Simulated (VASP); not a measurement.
Here is a VASP 6.6.1 calculation.

POSCAR

```
NbBS4
1.0
    0.0000000000      3.5321329436      3.5321329436
    3.5321329436      0.0000000000      3.5321329436
    3.5321329436      3.5321329436      0.0000000000
Nb B S
1 1 4
Direct
    0.2500000000      0.2500000000      0.2500000000
    0.0000000000      0.0000000000      0.0000000000
    0.6243799443      0.6243799443      0.6243799443
    0.6243799443      0.6243799443      0.1268601671
    0.6243799443      0.1268601671      0.6243799443
    0.1268601671      0.6243799443      0.6243799443
```

INCAR.step1

```
SYSTEM = NbBS4
PREC = Accurate
ENCUT = 600
ISMEAR = -1
SIGMA = 0.03
LREAL = .FALSE.
LASPH = .TRUE.
NELM = 100
GGA = PE
ALGO = Normal
EDIFF = 1E-4
LWAVE = .TRUE.
LCHARG = .FALSE.
```

File INCAR.step2:

```
SYSTEM = NbBS4
PREC = Accurate
ENCUT = 600
EDIFF = 1E-6
ISMEAR = -1
SIGMA = 0.03
LREAL = .FALSE.
LASPH = .TRUE.
NELM = 100
ALGO = Normal
ISIF = 3
LWAVE = .FALSE.
LCHARG = .FALSE.
METAGGA = R2SCAN
LMIXTAU = .TRUE.
LUSE_VDW = .TRUE.
IVDW_NL = 2
BPARAM = 11.95
CPARAM = 0.0093
IBRION = 2
NSW = 100
EDIFFG = -0.01
ISTART = 1
```

File KPOINTS:

```
Automatic mesh
0
G
  6 6 6
  0 0 0
```

Potentials or basis: VASP PAW PBE potentials, release 64 (Nb_sv, B, S).

Run with:

```console
$ cat potpaw_PBE.64/Nb_sv/POTCAR potpaw_PBE.64/B/POTCAR potpaw_PBE.64/S/POTCAR > POTCAR
$ cp INCAR.step1 INCAR
$ mpirun -np 1 vasp_std > vasp.out
$ cp INCAR.step2 INCAR
$ mpirun -np 1 vasp_std > vasp.out
```

Q: Estimate the relaxed volume.

A: 15.08 Å³/atom.

Q: Estimate the band gap on the k mesh.

A: Zero (bands 20 and 21 overlap by 2.06 eV).

Q: Estimate the space group after relaxing (to 0.1 Å).

A: F-43m (No. 216).

Q: What does it give for the relaxed cell?

A: a = 5.039 Å, b = 5.039 Å, c = 5.039 Å, α = 60.00°, β = 60.00°, γ = 60.00°.

Forces in eV/Å, atoms in the order of the input:
```
Nb   0.000  0.000  0.000
B    0.000  0.000  0.000
S   -0.001 -0.001 -0.001
S    0.001  0.001 -0.001
S    0.001 -0.001  0.001
S   -0.001  0.001  0.001
```

Caveat: the PAW data sets were made with another functional, which shifts forces and pressure a little.
